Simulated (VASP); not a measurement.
A run of VASP 6.6.1:

File INCAR:

```
GGA = PE
ISMEAR = 0
SIGMA = 0.03
LWAVE = False
LCHARG = False
ISIF = 0
NSW = 120
PREC = Accurate
LASPH = True
LREAL = False
ALGO = Normal
EDIFF = 1E-7
NELM = 120
GGA_COMPAT = False
IBRION = 2
EDIFFG = -0.002
NELMIN = 4
ENCUT = 620
EFERMI = MIDGAP
NELMDL = -8
```

File KPOINTS:

```
k-points
0
Gamma
  1 1 1
```

POSCAR

```
GeSe
1.0
    9.0000000000      0.0000000000      0.0000000000
    0.0000000000      9.0000000000      0.0000000000
    0.0000000000      0.0000000000     12.0000000000
Ge Se
1 1
Direct
    0.5075180000      0.5087210000      0.4155450000
    0.4975100000      0.5046320000      0.5905580000
```

Potentials or basis: VASP PAW PBE potentials, release 64 (Ge_d, Se).

The run is started by

```console
$ cat potpaw_PBE.64/Ge_d/POTCAR potpaw_PBE.64/Se/POTCAR > POTCAR
$ mpirun -np 1 vasp_gam > vasp.out
```

Hardware: 1 thread of Intel(R) Xeon(R) Platinum 8488C (Sapphire Rapids), with other jobs on the host.

Task: How long does it take, and how much memory?

Result: It took 4.5 min on 1 thread of Intel(R) Xeon(R) Platinum 8488C (Sapphire Rapids), on a shared host, peak memory 1.2 GiB. Counts: scf iterations 65, k points 1, ion steps 3.
